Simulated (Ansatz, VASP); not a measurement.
**One calculation of B, two programs**

```xyz
1
Lattice="-1.0573 1.0573 1.0573 1.0573 -1.0573 1.0573 1.0573 1.0573 -1.0573" Properties=species:S:1:pos:R:3 pbc="T T T"
B     0.0000    0.0000    0.0000
```

Change from the starting cell: volume scaled by 0.78, LAPW.

Alike in both runs: task single point; functional PBEsol; k mesh 25 × 25 × 25; occupations fermi-dirac, width 0.08 eV; no spin polarisation.

|  | VASP | Ansatz |
| --- | --- | --- |
| version | VASP 6.6.1 | Ansatz 0.2.0 |
| potentials or method | VASP PAW PBE potentials, release 64 (B), cutoff 520 eV | all-electron LAPW, scalar-relativistic |

```tsv
	VASP	Ansatz	Ansatz less VASP
pressure (GPa)	96.6	95.9	-0.74
```

VASP's potentials were made for PBE, not for PBEsol. Both programs put the cell under a high pressure, so it lies far from rest at this level. Ansatz ran all-electron here, and VASP with PAW potentials.

Noted on VASP's run: the cell as given lies far from equilibrium.
